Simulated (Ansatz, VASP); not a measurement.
# MoS2 in VASP and in Ansatz

INCAR

```
PREC = Accurate ; ENCUT = 520
EDIFF = 1E-6 ; ISMEAR = -1
SIGMA = 0.05 ; LREAL = F
LASPH = T ; NELM = 100
ALGO = Normal ; ISIF = 2
LWAVE = F ; LCHARG = F
GGA = PE ; NBANDS = 20
```

File KPOINTS:

```
regular mesh
0
Gamma
  13 13 13
```

The input POSCAR:

```
MoS2
1.0
    1.6166824051      0.9516038085      6.1358029001
   -1.5463183085      0.9357888049      6.1199878965
    0.0214858534     -1.7955426634      6.1141992034
Mo S
1 2
Direct
    0.0000000000      0.0000000000      0.0000000000
    0.7484000000      0.7484000000      0.7484000000
    0.5849000000      0.5849000000      0.5849000000
```

Input for Ansatz:

```yaml
crystal:
  lattice:
    - [1.6166824051, 0.9516038085, 6.1358029001]
    - [-1.5463183085, 0.9357888049, 6.1199878965]
    - [0.0214858534, -1.7955426634, 6.1141992034]
  atoms:
    - { symbol: Mo, position: [0.0, 0.0, 0.0] }
    - { symbol: S, position: [0.7484, 0.7484, 0.7484] }
    - { symbol: S, position: [0.5849, 0.5849, 0.5849] }
kpoints:
  mp_grid: { grid: [13, 13, 13] }
  band_path:
    path:
      - [0.0, 0.0, 0.0]
      - [-0.5, -0.5, -0.5]
      - [0.5, 0.0, 0.0]
      - [0.0, 0.0, 0.0]
      - [0.0, 0.0, 0.5]
      - [0.0, -0.5, 0.0]
      - [0.0, 0.0, 0.0]
      - [0.5, 0.0, 0.5]
      - [-0.5, -0.5, 0.0]
    npoints: 5
scf:
  occupations: { method: fermi_dirac, width: 0.05 }
hamiltonian:
  xc: pbe
  pseudopotentials: { kind: all_electron, lapw: { basis_error: 0.0005 } }
output:
  forces: true
  stress: true
  eigenvalues: true
```

Change from the starting cell: equal xy, yz and zx shear strains of +1 %.

Alike in both runs: task single point; functional PBE; k mesh 13 × 13 × 13; occupations fermi-dirac, width 0.05 eV; no spin polarisation.

```csv
,VASP,Ansatz
version,VASP 6.6.1,Ansatz 0.2.0
potentials or method,"VASP PAW PBE potentials, release 64 (Mo_sv, S), cutoff 520 eV","all-electron LAPW, scalar-relativistic"
```

```csv
,VASP,Ansatz,Ansatz less VASP
pressure (GPa),9.2,9.3,+0.19
"traceless stress, the component that is largest in VASP (GPa)",4.62,4.67,+0.046
rms of the force components (eV/Å),0.613,0.622,+0.0093
```

Atom by atom the forces differ by 0.009 eV/Å (rms over components). Ansatz ran all-electron here, and VASP with PAW potentials. Ansatz's warnings: cushion ram shed, subspace factor ram capped.
